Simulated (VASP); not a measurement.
PbO2:

```xyz
6
Lattice="5.0824 0.0000 0.0000 0.0000 5.0824 0.0000 0.0000 0.0000 3.4409" Properties=species:S:1:pos:R:3 pbc="T T T"
Pb    0.0000    0.0000    0.0000
Pb    2.5412    2.5412    1.7204
O     1.5652    1.5652    0.0000
O     0.9760    4.1064    1.7204
O     4.1064    0.9760    1.7204
O     3.5172    3.5172    0.0000
```

```yaml
Program: VASP 6.6.1
Task: relaxation of cell and atoms
Functional: PBEsol
Potentials_or_basis: VASP PAW PBE potentials, release 64 (Pb_d, O)
Cutoff: 600 eV
k_mesh: 4 × 4 × 6
Occupations: fermi-dirac, width 0.02 eV
Spin: no spin polarisation
```

At the start: pressure -5.1 GPa; volume 14.81 Å³/atom.

**Question.** Where does the relaxation end?

**Answer.** Over 10 steps the energy falls by 9.7 meV/atom and the volume is 14.20 Å³/atom (-4.1 %); space group P4_2/mnm (No. 136, to 0.1 Å) before and after.

Step by step:
```tsv
step	energy change (eV)	largest force (eV/Å)	pressure (GPa)	volume (Å³)
1	0.0000	0.0583	-5.06	88.88
2	-0.0179	0.1968	4.64	83.00
3	-0.0551	0.0721	-0.10	85.57
4	-0.0551	0.0751	0.02	85.50
5	-0.0573	0.0249	0.04	85.34
6	-0.0581	0.0302	0.11	85.16
7	-0.0581	0.0261	0.11	85.17
8	-0.0583	0.0147	-0.11	85.29
9	-0.0583	0.0132	-0.11	85.30
10	-0.0583	0.0040	0.02	85.20
```

Final structure:
```
Pb O
1.0
     4.99525    0.00000    0.00000
     0.00000    4.99525    0.00000
     0.00000    0.00000    3.41468
Pb O
2 4
Cartesian
  0.0000 0.0000 0.0000
  2.4976 2.4976 1.7073
  1.5365 1.5365 3.4147
  0.9611 4.0341 1.7073
  4.0341 0.9611 1.7073
  3.4587 3.4587 0.0000
```

Caveat: the structure was generated, so it needn't be the stable form of PbO2; the PAW data sets were made with another functional, which shifts forces and pressure a little.
